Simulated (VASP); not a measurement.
# Sr (P6/mmm) in VASP: a series of runs, part 2 of 2

VASP 6.6.1.

## (4) Single point, PBE+D3(BJ) (strain -0.0500 x Voigt [0, 0, 1, 0, 0, 0])

INCAR reads:

```
SYSTEM = Sr
ALGO = Normal
EDIFF = 1E-6
ENCUT = 520
GGA = PE
ISIF = 2
ISMEAR = 0
IVDW = 12
LASPH = .TRUE.
LCHARG = .FALSE.
LREAL = .FALSE.
LWAVE = .FALSE.
NBANDS = 11
NELM = 100
PREC = Accurate
SIGMA = 0.03
```

KPOINTS reads:

```
k-points
0
G
  6 6 8
  0 0 0
```

POSCAR reads:

```
Sr
1.0
   10.9876299658      0.0000000000      0.0000000000
   -5.4938149829      9.5155666777      0.0000000000
    0.0000000000      0.0000000000      4.2000563145
Sr
1
Direct
    0.0000000000      0.0000000000      0.0000000000
```

Potentials or basis: VASP PAW PBE potentials, release 64 (Sr_sv).

The run is started by

```sh
$ cat potpaw_PBE.64/Sr_sv/POTCAR > POTCAR
$ mpirun -np 1 vasp_std > vasp.out
```

OUTCAR:

```text
SYSTEM = Sr
   EDIFF = 1E-6
   ENCUT = 520
   GGA = PE
   ISIF = 2
   ISMEAR = 0
   IVDW = 12
   LASPH = .TRUE.
   LREAL = .FALSE.
   NELM = 100
   PREC = Accurate
 IVDW          = 12

 ion  position               nearest neighbor table
   1  0.000  0.000  0.000-

  LATTYP: Found a hexagonal cell.
 ALAT       =    10.9876299658
 C/A-ratio  =     0.3822531636

  Lattice vectors:

 A1 = (  10.9876299658,   0.0000000000,   0.0000000000)
 A2 = (  -5.4938149829,   9.5155666777,   0.0000000000)
[... 517 lines left out ...]

 [... further k-points ...]

------------------------ aborting loop because EDIFF is reached ----------------------------------------

 Edisp (eV)   -0.05217

 E8    (eV) :    -0.0294

  FORCE on cell =-STRESS in cart. coord.  units (eV):
  Direction    XX          YY          ZZ          XY          YZ          ZX
  --------------------------------------------------------------------------------------
  -------------------------------------------------------------------------------------
  Total      -0.02101    -0.02101     2.08549    -0.00000     0.00000     0.00000
  in kB      -0.07665    -0.07665     7.60894    -0.00000     0.00000     0.00000
  external pressure =        2.49 kB  Pullay stress =        0.00 kB

 VOLUME and BASIS-vectors are now :
 -----------------------------------------------------------------------------
  energy-cutoff  :      520.00
  volume of cell :      439.13
      direct lattice vectors                 reciprocal lattice vectors
    10.987629966  0.000000000  0.000000000     0.091011438  0.052545478  0.000000000
    -5.493814983  9.515566678  0.000000000     0.000000000  0.105090956  0.000000000
     0.000000000  0.000000000  4.200056315     0.000000000  0.000000000  0.238092046

 POSITION                                       TOTAL-FORCE (eV/Angst)
 -----------------------------------------------------------------------------------
      0.00000      0.00000      0.00000        -0.000000      0.000000      0.000000
 -----------------------------------------------------------------------------------
    total drift:                                0.000000     -0.000000      0.000000

  FREE ENERGIE OF THE ION-ELECTRON SYSTEM (eV)
  ---------------------------------------------------
  free  energy   TOTEN  =        -0.2720426911 eV

  energy  without entropy=       -0.2720426543  energy(sigma->0) =       -0.27204267
```

OSZICAR:

```text
N       E                     dE             d eps       ncg     rms          rms(c)
DAV:   1     0.210861658013E+02    0.21086E+02   -0.35061E+03  1170   0.562E+02
DAV:   2     0.106754901002E+01   -0.20019E+02   -0.19739E+02  1017   0.906E+01
DAV:   3    -0.219906401441E+00   -0.12875E+01   -0.12804E+01  1327   0.152E+01
DAV:   4    -0.251770873704E+00   -0.31864E-01   -0.31710E-01  1090   0.270E+00
DAV:   5    -0.253084273445E+00   -0.13134E-02   -0.13123E-02  1239   0.329E-01    0.753E+00
DAV:   6    -0.234239762851E+00    0.18845E-01   -0.19066E-02  1038   0.595E-01    0.411E+00
DAV:   7    -0.220349178221E+00    0.13891E-01   -0.41450E-02  1090   0.746E-01    0.213E-01
DAV:   8    -0.219532890662E+00    0.81629E-03   -0.15661E-03  1191   0.145E-01    0.665E-02
DAV:   9    -0.219177006188E+00    0.35588E-03   -0.68171E-04  1226   0.724E-02    0.588E-02
DAV:  10    -0.219446147312E+00   -0.26914E-03   -0.42193E-04  1017   0.652E-02    0.190E-02
DAV:  11    -0.219709708862E+00   -0.26356E-03   -0.89065E-05   794   0.446E-02    0.833E-03
DAV:  12    -0.219847967613E+00   -0.13826E-03   -0.80259E-05   824   0.457E-02    0.376E-03
DAV:  13    -0.219875965094E+00   -0.27997E-04   -0.23360E-05   850   0.230E-02    0.356E-03
DAV:  14    -0.219876267076E+00   -0.30198E-06   -0.21066E-06  1226   0.652E-03
   1 F= -.27204269E+00 E0= -.27204267E+00  d E =-.367963E-07
```

Wall time 71 s (1 thread of Intel Xeon 6975P-C (Granite Rapids), shared host); peak memory 0.6 GiB.

What came out:

```
Free energy                : -0.2720 eV
Pressure                   : 0.2 GPa
Dispersion energy per atom : -0.052 eV
```

Caveat: the cell differs from its parent crystal (strain -0.0500 x Voigt [0, 0, 1, 0, 0, 0]).

## (5) Single point, PBE+D3(BJ) (strain -0.0250 x Voigt [0, 0, 1, 0, 0, 0])

INCAR reads:

```
SYSTEM = Sr
  PREC = Accurate
  ENCUT = 520
  EDIFF = 1E-6
  ISMEAR = 0
  SIGMA = 0.03
  LREAL = .False.
  LASPH = .True.
  NELM = 100
  ALGO = Normal
  ISIF = 2
  LWAVE = .False.
  LCHARG = .False.
  GGA = PE
  IVDW = 12
  NBANDS = 11
```

KPOINTS reads:

```
regular mesh
0
Gamma
  6 6 8
  0 0 0
```

POSCAR, as its differences from that of step 4:

```diff
@@ -4,3 +4,3 @@
    -5.4938149829      9.5155666777      0.0000000000
-    0.0000000000      0.0000000000      4.2000563145
+    0.0000000000      0.0000000000      4.3105841122
 Sr
```

The run is started by

```sh
$ cat potpaw_PBE.64/Sr_sv/POTCAR > POTCAR
$ mpirun -np 1 vasp_std > vasp.out
```

It took 72 s on 1 thread of Intel Xeon 6975P-C (Granite Rapids), shared host; peak memory 0.6 GiB.

The run converged. Its results:

| Item | Value |
| --- | --- |
| Free energy | -0.3216 eV |
| Pressure | 0.2 GPa |
| Dispersion energy per atom | -0.078 eV |

Stress tensor (GPa, compression positive):
```
-0.01  0.00  0.00
 0.00 -0.01  0.00
 0.00  0.00  0.55
```

Levels at points of the mesh, in eV from the Fermi level:
| k point | band 2 | band 3 | band 4 | band 5 | band 6 | band 7 | band 8 | band 9 |
| --- | --- | --- | --- | --- | --- | --- | --- | --- |
| (0.00, 0.00, 0.00) | -20.40 | -20.40 | -20.23 | -2.33 | 0.30 | 0.35 | 0.35 | 0.72 |
| (0.50, 0.00, 0.00) | -20.40 | -20.40 | -20.23 | -2.32 | 0.16 | 0.30 | 0.37 | 0.71 |
| (0.00, 0.00, 0.50) | -20.39 | -20.39 | -20.32 | -0.16 | 0.13 | 0.24 | 0.24 | 1.32 |
| (0.50, 0.00, 0.50) | -20.39 | -20.39 | -20.32 | -0.14 | 0.14 | 0.23 | 0.24 | 1.32 |

Caveat: the cell differs from its parent crystal (strain -0.0250 x Voigt [0, 0, 1, 0, 0, 0]).

## (6) The runs side by side

```csv
cell,pressure (GPa)
"a = 10.988, b = 10.988, c = 3.979 Å, angles 90.0, 90.0, 120.0°, 1 atom",0.1
"a = 10.988, b = 10.988, c = 4.090 Å, angles 90.0, 90.0, 120.0°, 1 atom",0.2
"a = 10.988, b = 10.988, c = 4.200 Å, angles 90.0, 90.0, 120.0°, 1 atom",0.2
"a = 10.988, b = 10.988, c = 4.311 Å, angles 90.0, 90.0, 120.0°, 1 atom",0.2
```

Alike in all rows: task single point; level PBE+D3(BJ); potentials or basis VASP PAW PBE potentials, release 64 (Sr_sv); no spin polarisation; k mesh 6 × 6 × 8; cutoff (eV) 520; smearing gaussian 0.03 eV.

Total energies depend on the potentials used, so only differences within one code and one set of settings carry meaning.
